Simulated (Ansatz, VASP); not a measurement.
**LiMgCl: VASP beside Ansatz**

INCAR

```
PREC = Accurate
ENCUT = 600
EDIFF = 1E-6
ISMEAR = 0
SIGMA = 0.1
LREAL = F
LASPH = T
NELM = 100
ALGO = Normal
ISIF = 3
LWAVE = F
LCHARG = F
GGA = PE
IBRION = 2
NSW = 90
EDIFFG = -0.04
```

KPOINTS

```
regular mesh
0
Gamma
  6 6 4
```

POSCAR

```
LiMgCl
1.0
    3.5066894500      0.0000000000      0.0000000000
   -1.7533447300      3.0368821500      0.0000000000
    0.0000000000      0.0000000000      5.7264002100
Li Mg Cl
2 2 2
Direct
    0.3333333300      0.6666666700      0.9374999900
    0.6666666700      0.3333333300      0.4374999900
    0.0000000000      0.0000000000      0.2500000000
    0.0000000000      0.0000000000      0.7500000000
    0.6666666700      0.3333333300      0.0625000100
    0.3333333300      0.6666666700      0.5625000100
```

Input for Ansatz:

```yaml
crystal:
  lattice:
    - [3.50668945, 0.0, 0.0]
    - [-1.75334473, 3.03688215, 0.0]
    - [0.0, 0.0, 5.72640021]
  atoms:
    - { symbol: Li, position: [0.33333333, 0.66666667, 0.93749999] }
    - { symbol: Li, position: [0.66666667, 0.33333333, 0.43749999] }
    - { symbol: Mg, position: [0.0, 0.0, 0.25] }
    - { symbol: Mg, position: [0.0, 0.0, 0.75] }
    - { symbol: Cl, position: [0.66666667, 0.33333333, 0.06250001] }
    - { symbol: Cl, position: [0.33333333, 0.66666667, 0.56250001] }
basis:
  ecutwfc: 420
kpoints:
  mp_grid: { grid: [6, 6, 4] }
hamiltonian:
  xc: pbe
scf:
  occupations: { method: gaussian, width: 0.1 }
  lower_state_search: "off"
output:
  forces: true
  stress: true
  eigenvalues: true
relax:
  adjacent_minimum: "off"
  f_tol: 0.04
  max_steps: 70
  cell: { stress_tol: 0.4 }
```

Alike in both runs: task relaxation of cell and atoms; functional PBE; k mesh 6 × 6 × 4; occupations gaussian, width 0.1 eV; no spin polarisation.

```csv
,VASP,Ansatz
version,VASP 6.6.1,Ansatz 0.2.0
potentials or method,"VASP PAW PBE potentials, release 64 (Li_sv, Mg, Cl), cutoff 600 eV","scalar-relativistic, plane waves, PAW"
valence electrons in the cell,24,40
```

|  | VASP | Ansatz | Ansatz less VASP |
| --- | --- | --- | --- |
| gap on the k mesh at the Fermi level, each at its own relaxed structure (eV) | 0.18 | 0.07 | -0.115 |
| relaxed volume (Å³/atom) | 22.31 | 23.81 | +1.503 |
| relaxed length of the cell vector where the two differ most in proportion (Å) | 4.949 | 5.157 | +0.2081 |

One of these differences is far larger than is usual between the two programs; its cause wasn't traced. VASP's potentials hold 24 valence electrons a cell and Ansatz's 40, so a difference there can come from the potentials and not from the codes.

Noted on VASP's run: the cutoff is under 1.25 times that of the potentials, so the pressure is a little rough; the volume moved by over 15 % at a fixed basis, so the end points are rough.
